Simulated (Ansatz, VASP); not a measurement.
## Two plane-wave programs on BeZn2Se3

```
Be Zn Se
1.0
     4.64023    0.00000    0.00000
    -2.32012    4.01856    0.00000
     0.00000    0.00000    7.73229
Be Zn Se
1 2 3
Direct
  0.00000 0.00000 0.00000
  0.00000 0.00000 0.22925
  0.00000 0.00000 0.77075
  0.33333 0.66667 0.00000
  0.66667 0.33333 0.00000
  0.00000 0.00000 0.50000
```

Alike in both runs: task single point; functional PBE; k mesh 6 × 6 × 2; occupations gaussian, width 0.1 eV; no spin polarisation.

|  | VASP | Ansatz |
| --- | --- | --- |
| version | VASP 6.6.1 | Ansatz 0.2.0 |
| potentials or method | VASP PAW PBE potentials, release 64 (Be, Zn, Se), cutoff 520 eV | scalar-relativistic, plane waves, PAW |
| valence electrons in the cell | 44 | 74 |

```csv
,VASP,Ansatz,Ansatz less VASP
gap on the k mesh at the Fermi level (eV),none,none,-
pressure (GPa),13.4,13.2,-0.21
"traceless stress, the component that is largest in VASP (GPa)",23.58,23.23,-0.349
rms of the force components (eV/Å),0.998,1.006,+0.0080
```

Atom by atom the forces differ by 0.008 eV/Å (rms over components). A gap of «none» marks a metal or a gap that the smearing closes. VASP's potentials hold 44 valence electrons a cell and Ansatz's 74, so a difference there can come from the potentials and not from the codes.

The k mesh is coarse, so the values compare programs but aren't converged.
